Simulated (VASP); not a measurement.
Wanted: the native input for a VASP 6.6.1 run.

- Task: density of states
- Functional: PBE
- Potentials or basis: VASP PAW PBE potentials, release 64 (Ba_sv, Ti_sv, O)
- Cutoff: 520 eV
- k mesh: 6 × 6 × 6
- Occupations: methfessel-paxton, width 0.0217 eV
- Spin: no spin polarisation
- Dipole correction: no
- k mesh for the DOS: 9 × 9 × 9
- Occupations for the DOS: tetrahedron
- Further INCAR settings: ALGO = Normal; EDIFF = 1e-06; NBANDS = 28

The system is BaTiO3.

```
Ba Ti O
1.0
     4.04808    0.00000    0.00000
     0.00000    4.04808    0.00000
     0.00000    0.00000    4.06650
Ba Ti O
1 1 3
Direct
  0.00000 0.00000 0.00000
  0.50000 0.50000 0.48200
  0.50000 0.50000 0.01600
  0.50000 0.00000 0.51500
  0.00000 0.50000 0.51500
```

These files were run (other wordings do the same):

POSCAR

```
BaTiO3
1.0
    4.0480755400      0.0000000000      0.0000000000
    0.0000000000      4.0480755400      0.0000000000
    0.0000000000      0.0000000000      4.0664952100
Ba Ti O
1 1 3
Direct
    0.0000000000      0.0000000000      0.0000000000
    0.5000000000      0.5000000000      0.4820000000
    0.5000000000      0.5000000000      0.0160000000
    0.5000000000      0.0000000000      0.5150000000
    0.0000000000      0.5000000000      0.5150000000
```

INCAR.step1

```
  PREC = Accurate
  ENCUT = 520
  EDIFF = 1E-6
  ISMEAR = 1
  SIGMA = 0.0217
  LREAL = F
  LASPH = T
  NELM = 100
  ALGO = Normal
  ISIF = 2
  LWAVE = F
  LCHARG = T
  LMAXMIX = 4
  GGA = PE
  NBANDS = 28
```

KPOINTS.step1

```
regular mesh
0
Gamma
  6 6 6
```

INCAR.step2

```
  PREC = Accurate
  ENCUT = 520
  EDIFF = 1E-6
  ISMEAR = -5
  SIGMA = 0.0217
  LREAL = F
  LASPH = T
  NELM = 100
  ALGO = Normal
  ISIF = 2
  LWAVE = F
  LCHARG = F
  LMAXMIX = 4
  GGA = PE
  LORBIT = 11
  NBANDS = 28
  NEDOS = 2001
  ICHARG = 11
```

KPOINTS.step2

```
regular mesh
0
Gamma
  9 9 9
```

Potentials or basis: VASP PAW PBE potentials, release 64 (Ba_sv, Ti_sv, O).

Command:

```console
$ cat potpaw_PBE.64/Ba_sv/POTCAR potpaw_PBE.64/Ti_sv/POTCAR potpaw_PBE.64/O/POTCAR > POTCAR
$ cp INCAR.step1 INCAR
$ cp KPOINTS.step1 KPOINTS
$ mpirun -np 1 vasp_std > vasp.out
$ cp INCAR.step2 INCAR
$ cp KPOINTS.step2 KPOINTS
$ mpirun -np 1 vasp_std > vasp.out
```

It gave:

```json
{"Valence electrons inside the program's atomic spheres": "Ba 7.96; Ti 10.14; O 5.02, 5.01"}
```

Caveat: spin-orbit coupling is left out, which moves the levels of the heavy elements.

Wall time 3.1 min on 1 thread of AMD EPYC 7R13, with other jobs on the host, peak memory 0.23 GiB.
